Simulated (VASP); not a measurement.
Wanted: the native input for a VASP 6.6.1 run.

```yaml
Task: single point
Functional: PBE
Potentials_or_basis: VASP PAW PBE potentials, release 64 (Cs_sv, Ge_d)
Cutoff: 520 eV
k_mesh: 4 × 4 × 4
Occupations: gaussian, width 0.1 eV
Spin: no spin polarisation
Dipole_correction: no
Further_INCAR_settings: ALGO = Normal; EDIFF = 1e-07; NBANDS = 34
```

The structure of CsGe3 lies in POSCAR:

```
CsGe3
1.0
    4.1993394400      0.0000000000      0.0000000000
    0.0000000000      4.1993394400      0.0000000000
    0.0000000000      0.0000000000      4.1993394400
Cs Ge
1 3
Direct
    0.5000000000      0.5000000000      0.5000000000
    0.0000000000      0.5000000000      0.5000000000
    0.5000000000      0.0000000000      0.5000000000
    0.5000000000      0.5000000000      0.0000000000
```

The cell was generated, and may not be a known phase.

These files were run (other wordings do the same):

INCAR

```
ALGO = Normal
EDIFF = 1E-7
ENCUT = 520
GGA = PE
ISIF = 2
ISMEAR = 0
LASPH = T
LCHARG = F
LREAL = F
LWAVE = F
NBANDS = 34
NELM = 80
PREC = Accurate
SIGMA = 0.1
```

KPOINTS

```
k-points
0
Gamma
  4 4 4
```

Potentials or basis: VASP PAW PBE potentials, release 64 (Cs_sv, Ge_d).

Launch:

```bash
$ cat potpaw_PBE.64/Cs_sv/POTCAR potpaw_PBE.64/Ge_d/POTCAR > POTCAR
$ mpirun -np 1 vasp_std > vasp.out
```

It gave:

```yaml
Pressure: 135.6 GPa
Band_gap_on_the_k_mesh: zero (an odd number of electrons rules out a gap without spin polarisation)
```

Caveat: the k points lie up to 0.37 Å⁻¹ apart, too coarse for converged energies and pressures of a metal; spin-orbit coupling is left out, which moves the levels of the heavy elements; an odd number of electrons without spin polarisation forces a metal; a magnetic or distorted state may lie lower.

Wall time 25 s on 1 thread of Intel(R) Xeon(R) Platinum 8259CL CPU @ 2.50GHz (Skylake/Cascade Lake), with other jobs on the host, peak memory 0.18 GiB.
